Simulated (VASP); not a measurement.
Runs of VASP 6.6.1 on CdF2. Symmetry: Fm-3m, No. 225, cubic system. Conventional cell: a = 5.388 Å, b = 5.388 Å, c = 5.388 Å, α = 90.00°, β = 90.00°, γ = 90.00°. Within 3.1 Å of Cd (site symmetry m-3m) lie 8 F at 2.33 Å. F (site symmetry -43m) has 4 Cd at 2.33 Å and 6 F at 2.69 Å within 3.1 Å. 

```csv
level,spin,k mesh,grid for exact exchange (PRECFOCK),share of exact exchange,screening parameter,gap on the mesh (eV),pressure (GPa)
PBE,"non-collinear, zero start, SOC",8 × 8 × 8,-,-,-,-,6.1
r2SCAN,off,8 × 8 × 8,-,-,-,(a),1.0
PBE,off,8 × 8 × 8,-,-,-,3.07,6.2
HSE06,off,4 × 4 × 4,Normal,0.25,0.2079 1/Å,5.16,(b)
```

Alike in all rows: task single point; potentials or basis VASP PAW PBE potentials, release 64 (Cd, F); cell as given; cutoff (eV) 520; smearing gaussian 0.01 eV.

Problem. Estimate the missing entries.

Solution. (a) 3.75; (b) 2.7.

Caveats: some runs use coarse meshes; the cell stands under pressure (at least some runs); the PAW data sets were made with another functional, which shifts forces and pressure a little (at least some runs).

A k mesh can miss the band edges, and rows without SOC leave out spin-orbit coupling on Cd.
